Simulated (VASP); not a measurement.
# WS2 (P6_3/mmc) in VASP: notebook

WS2 is run at these levels: PBE+D3(BJ); tasks: single point.

All numbers are computed with VASP 6.6.1; they aren't measurements. Logs are shortened: lines on timing, memory, paths and dates and some standing lists are left out, and cuts for length are marked.

### Step 1. The cell of the first run

It takes space group P6_3/mmc (No. 194, hexagonal). Conventional cell: a = 3.280 Å, b = 3.280 Å, c = 12.626 Å, α = 90.00°, β = 90.00°, γ = 120.00°. W (site symmetry -6m2) has 6 S at 2.50 Å and 6 W at 3.28 Å within 3.3 Å. S (site symmetry 3m) has 3 W at 2.50 Å and 7 S at 3.28 Å within 3.3 Å.

### Step 2. Single point, PBE+D3(BJ) (strain +0.040 along x and y, +0.040 along z)

The input, INCAR:

```
ALGO = Normal ; EDIFF = 1E-7
ENCUT = 520 ; GGA = PE
ISIF = 2 ; ISMEAR = 0
IVDW = 12 ; LASPH = True
LCHARG = True ; LELF = True
LREAL = False ; LVHAR = True
LWAVE = False ; NBANDS = 35
NELM = 80 ; PREC = Accurate
SIGMA = 0.05
```

The input, KPOINTS:

```
k-points
0
Gamma
  12 12 4
```

The input, POSCAR:

```
WS2
1.0
    3.2803744305      0.0000000000      0.0000000000
   -1.6401872153      2.8408875907      0.0000000000
    0.0000000000      0.0000000000     12.6255054998
W S
2 4
Direct
    0.3333333333      0.6666666667      0.2500000000
    0.6666666667      0.3333333333      0.7500000000
    0.3333333333      0.6666666667      0.6202874207
    0.6666666667      0.3333333333      0.1202874207
    0.3333333333      0.6666666667      0.8797125793
    0.6666666667      0.3333333333      0.3797125793
```

Potentials or basis: VASP PAW PBE potentials, release 64 (W_sv, S).

Started as:

```bash
$ cat potpaw_PBE.64/W_sv/POTCAR potpaw_PBE.64/S/POTCAR > POTCAR
$ mpirun -np 1 vasp_std > vasp.out
```

OUTCAR:

```text
EDIFF = 1E-7
   ENCUT = 520
   GGA = PE
   ISIF = 2
   ISMEAR = 0
   IVDW = 12
   LASPH = True
   LREAL = False
   NELM = 80
   PREC = Accurate
 IVDW          = 12

 ion  position               nearest neighbor table
   1  0.333  0.667  0.250-   4 2.50   6 2.50   4 2.50   6 2.50   4 2.50   6 2.50
   2  0.667  0.333  0.750-   3 2.50   5 2.50   3 2.50   5 2.50   3 2.50   5 2.50
   3  0.333  0.667  0.620-   2 2.50   2 2.50   2 2.50
   4  0.667  0.333  0.120-   1 2.50   1 2.50   1 2.50
   5  0.333  0.667  0.880-   2 2.50   2 2.50   2 2.50
   6  0.667  0.333  0.380-   1 2.50   1 2.50   1 2.50

  LATTYP: Found a hexagonal cell.
 ALAT       =     3.2803744305
 C/A-ratio  =     3.8488001194

  Lattice vectors:

 A1 = (   3.2803744305,   0.0000000000,   0.0000000000)
 A2 = (  -1.6401872153,   2.8408875907,   0.0000000000)
 A3 = (   0.0000000000,   0.0000000000,  12.6255054998)

Analysis of symmetry for initial positions (statically):
=====================================================================
 Subroutine PRICEL returns:
 Original cell was already a primitive cell.

 Routine SETGRP: Setting up the symmetry group for a
 hexagonal supercell.

 Subroutine GETGRP returns: Found 24 space group operations
 (whereof 12 operations were pure point group operations)
 out of a pool of 24 trial point group operations.

The static configuration has the point symmetry D_3d.
 The point group associated with its full space group is D_6h.

Analysis of symmetry for dynamics (positions and initial velocities):
=====================================================================
 Subroutine PRICEL returns:
 Original cell was already a primitive cell.

 Routine SETGRP: Setting up the symmetry group for a
 hexagonal supercell.

 Subroutine GETGRP returns: Found 24 space group operations
 (whereof 12 operations were pure point group operations)
 out of a pool of 24 trial point group operations.

The dynamic configuration has the point symmetry D_3d.
 The point group associated with its full space group is D_6h.

 Subroutine INISYM returns: Found 24 space group operations
 (whereof 12 operations are pure point group operations),
 and found     1 'primitive' translations

----------------------------------------------------------------------------------------

                                     Primitive cell

  volume of cell :     117.6593

  direct lattice vectors                    reciprocal lattice vectors
     3.280374431  0.000000000  0.000000000     0.304843249  0.176001332  0.000000000
    -1.640187215  2.840887591  0.000000000     0.000000000  0.352002664  0.000000000
     0.000000000  0.000000000 12.625505500     0.000000000  0.000000000  0.079204749

  length of vectors
     3.280374431  3.280374430 12.625505500     0.352002664  0.352002664  0.079204749

  position of ions in fractional coordinates (direct lattice)
     0.333333333  0.666666667  0.250000000
     0.666666667  0.333333333  0.750000000
     0.333333333  0.666666667  0.620287421
     0.666666667  0.333333333  0.120287421
     0.333333333  0.666666667  0.879712579
     0.666666667  0.333333333  0.379712579

  ion indices of the primitive-cell ions
   primitive index   ion index
                 1           1
                 2           2
                 3           3
                 4           4
                 5           5
                 6           6

----------------------------------------------------------------------------------------

 KPOINTS: k-points

Automatic generation of k-mesh.
 Grid dimensions read from file:
 generate k-points for:   12   12    4

 Generating k-lattice:

  Cartesian coordinates                     Fractional coordinates (reciprocal lattice)
     0.025403604  0.014666778  0.000000000     0.083333333  0.000000000  0.000000000
     0.000000000  0.029333555  0.000000000     0.000000000  0.083333333  0.000000000
     0.000000000  0.000000000  0.019801187     0.000000000  0.000000000  0.250000000

  Length of vectors
     0.029333555  0.029333555  0.019801187

  Shift w.r.t. Gamma in fractional coordinates (k-lattice)
     0.000000000  0.000000000  0.000000000

 Subroutine IBZKPT returns following result:
 ===========================================

 Found     57 irreducible k-points:

 Following reciprocal coordinates:
            Coordinates               Weight
  0.000000  0.000000  0.000000      1.000000
  0.083333  0.000000  0.000000      6.000000
  0.166667  0.000000  0.000000      6.000000
  0.250000  0.000000  0.000000      6.000000
  0.333333  0.000000  0.000000      6.000000
  0.416667  0.000000  0.000000      6.000000
[... 16 lines left out ...]
  0.250000  0.000000  0.250000     12.000000
  0.333333  0.000000  0.250000     12.000000
 [... further k-points ...]
   k-points           NKPTS =     57   k-points in BZ     NKDIM =     57   number of bands    NBANDS=     35
   number of dos      NEDOS =    301   number of ions     NIONS =      6
   total plane-waves  NPLWV =  55296
   dimension x,y,z NGX =    24 NGY =   24 NGZ =   96
   dimension x,y,z NGXF=    48 NGYF=   48 NGZF=  192
   ions per type =               2   4
   NGX,Y,Z   is equivalent  to a cutoff of  12.16, 12.16, 12.64 a.u.
   NGXF,Y,Z  is equivalent  to a cutoff of  24.33, 24.33, 25.28 a.u.
 SYSTEM =  unknown system
   PREC   = accura    normal or accurate (medium, high low for compatibility)
   ISTART =      0    job   : 0-new  1-cont  2-samecut
   ICHARG =      2    charge: 1-file 2-atom 10-const
   ISPIN  =      1    spin polarized calculation?
   LNONCOLLINEAR =      F non collinear calculations
   LSORBIT =      F    spin-orbit coupling
   LASPH  =      T    aspherical Exc in radial PAW
   ENCUT  =  520.0 eV  38.22 Ry    6.18 a.u.   6.10  6.10 23.48*2*pi/ulx,y,z
   NELM   =     80;   NELMIN=  2; NELMDL= -5     # of ELM steps
   EDIFF  = 0.1E-06   stopping-criterion for ELM
   LREAL  =      F    real-space projection
   EDIFFG = 0.1E-05   stopping-criterion for IOM
   NSW    =      0    number of steps for IOM
   IBRION =     -1    ionic relax: 0-MD 1-quasi-New 2-CG
   NFREE  =      0    steps in history (QN), initial steepest desc. (CG)
   ISIF   =      2    stress and relaxation
   ISYM   =      2    0-nonsym 1-usesym 2-fastsym
   POTIM  = 0.5000    time-step for ionic-motion
   TEBEG  =    0.0;   TEEND  =   0.0 temperature during run
   PSTRESS=    0.0 pullay stress
   NELECT =      52.0000    total number of electrons
   NUPDOWN=      -1.0000    fix difference up-down
   EMIN   =  10.00;   EMAX   =-10.00  energy-range for DOS
   EFERMI =   0.00;   METHOD = LEGACY
   ISMEAR =     0;   SIGMA  =   0.05  broadening in eV -4-tet -1-fermi 0-gaus
   EFERMI_NEDOS =   21; number of points for ismear=-14 and -15
   IALGO  =     38    algorithm
   IMIX   =      4    mixing-type and parameters
     AMIX     =   0.40;   BMIX     =  1.00
     AMIX_MAG =   1.60;   BMIX_MAG =  1.00
  volume/ion in A,a.u.               =      19.61       132.33
  Fermi-wavevector in a.u.,A,eV,Ry     =   1.247002  2.356492 21.157254  1.555014
  Thomas-Fermi vector in A             =   2.381154
   LORBIT       =      0    0 simple, 1 ext, 2 COOP (PROOUT), +10 PAW based schemes
   GGA     = PE    functional components
   LHFCALC =     F    Hartree Fock is set to
   AEXX    =    0.0000 exact exchange contribution
   IVDW    =    12    specifies the selected vdW correction
   LEPSILON=     F    determine dielectric tensor
   LRPA    =     F    only Hartree local field effects (RPA)
 non-spin polarized calculation
 Gauss-broadening in eV      SIGMA  =   0.05
  energy-cutoff  :      520.00
  volume of cell :      117.66
 maximum number of plane-waves:      3216
   NGX = 13   NGY = 13   NGZ = 47

 number of electron      51.9999995 magnetization

 Free energy of the ion-electron system (eV)
  ---------------------------------------------------
  ext. energy  EPLUGINS =         0.00000000
  ---------------------------------------------------
  free energy    TOTEN  =       -46.79759866 eV

  energy without entropy =      -46.79759866  energy(sigma->0) =      -46.79759866

 E-fermi :   6.3768     XC(G=0): -10.4996

 val. band max:        6.1713461719   @ k =   0.0000   0.0000   0.0000
 cond. band min:       7.1763087709   @ k =   0.1667   0.1667   0.0000
 fundamental gap:      1.0049625990
 Fermi energy:         6.3767837179

 k-point     1 :       0.0000    0.0000    0.0000
  band No.  band energies     occupation
      1     -68.5604      2.00000
      2     -68.5604      2.00000
      3     -32.6957      2.00000
      4     -32.6957      2.00000
      5     -32.6116      2.00000
      6     -32.6116      2.00000
[... 27 lines left out ...]
     34       8.3704      0.00000
     35      10.3606      0.00000

 k-point     2 :       0.0833    0.0000    0.0000
  band No.  band energies     occupation
      1     -68.5598      2.00000
      2     -68.5597      2.00000
      3     -32.6931      2.00000
      4     -32.6931      2.00000
      5     -32.6269      2.00000
      6     -32.6269      2.00000
[... 27 lines left out ...]
     34       8.4915      0.00000
     35      10.8391      0.00000

 k-point     3 :       0.1667    0.0000    0.0000
  band No.  band energies     occupation
      1     -68.5579      2.00000
      2     -68.5579      2.00000
      3     -32.6860      2.00000
      4     -32.6860      2.00000
      5     -32.6687      2.00000
      6     -32.6686      2.00000
[... 27 lines left out ...]
     34       8.9260      0.00000
     35      11.7578      0.00000
[... 723 lines left out ...]
 k-point    23 :       0.2500    0.0000    0.2500
  band No.  band energies     occupation
      1     -68.5553      2.00000
      2     -68.5553      2.00000
      3     -32.7251      2.00000
      4     -32.7251      2.00000
      5     -32.6762      2.00000
      6     -32.6762      2.00000
[... 27 lines left out ...]
     34       9.3588      0.00000
     35      12.2809      0.00000

 k-point    24 :       0.3333    0.0000    0.2500
  band No.  band energies     occupation
      1     -68.5528      2.00000
      2     -68.5528      2.00000
      3     -32.7810      2.00000
      4     -32.7810      2.00000
      5     -32.6665      2.00000
      6     -32.6664      2.00000
[... 27 lines left out ...]
     34       9.6951      0.00000
     35      11.5955      0.00000

 [... further k-points ...]

------------------------ aborting loop because EDIFF is reached ----------------------------------------

 Edisp (eV)   -2.30773

 E8    (eV) :    -0.9690

  FORCE on cell =-STRESS in cart. coord.  units (eV):
  Direction    XX          YY          ZZ          XY          YZ          ZX
  --------------------------------------------------------------------------------------
  -------------------------------------------------------------------------------------
  Total     -10.90684   -10.90684   -12.12283     0.00000     0.00000     0.00000
  in kB    -148.51945  -148.51945  -165.07763     0.00000     0.00000     0.00000
  external pressure =     -154.04 kB  Pullay stress =        0.00 kB

 VOLUME and BASIS-vectors are now :
 -----------------------------------------------------------------------------
  energy-cutoff  :      520.00
  volume of cell :      117.66
      direct lattice vectors                 reciprocal lattice vectors
     3.280374431  0.000000000  0.000000000     0.304843249  0.176001332  0.000000000
    -1.640187215  2.840887591  0.000000000     0.000000000  0.352002664  0.000000000
     0.000000000  0.000000000 12.625505500     0.000000000  0.000000000  0.079204749

 POSITION                                       TOTAL-FORCE (eV/Angst)
 -----------------------------------------------------------------------------------
     -0.00000      1.89393      3.15638        -0.000000      0.000000     -0.000000
      1.64019      0.94696      9.46913         0.000000      0.000000     -0.000000
     -0.00000      1.89393      7.83144        -0.000000     -0.000000      1.723881
      1.64019      0.94696      1.51869         0.000000      0.000000      1.723881
     -0.00000      1.89393     11.10682        -0.000000     -0.000000     -1.723881
      1.64019      0.94696      4.79406         0.000000      0.000000     -1.723881
 -----------------------------------------------------------------------------------
    total drift:                               -0.000000      0.000000     -0.000000

  FREE ENERGIE OF THE ION-ELECTRON SYSTEM (eV)
  ---------------------------------------------------
  free  energy   TOTEN  =       -49.1053297966 eV

  energy  without entropy=      -49.1053297966  energy(sigma->0) =      -49.10532980
```

It took 2.1 min on 1 thread of AMD EPYC 9R45 (Zen 5), shared host; peak memory 0.32 GiB.

What came out:

```
Free energy                : -49.1053 eV
Pressure                   : -15.4 GPa
Largest force              : 1.724 eV/Å
Band gap on the k mesh     : 1.00 eV (least direct gap 1.58 eV)
Dispersion energy per atom : -0.385 eV
```

Forces on the atoms (eV/Å):
```
W    0.000  0.000  0.000
W    0.000  0.000  0.000
S    0.000  0.000  1.724
S    0.000  0.000  1.724
S    0.000  0.000 -1.724
S    0.000  0.000 -1.724
```

Caveat: the cell differs from its parent crystal (strain +0.040 along x and y, +0.040 along z); the cell stands under tension; spin-orbit coupling is left out, which moves the levels of the heavy elements; forces of over 1 eV/Å act on the atoms, so gaps and moduli don't describe the material at rest. A k mesh can miss the band edges.

(Continued in part 2 of 2.)
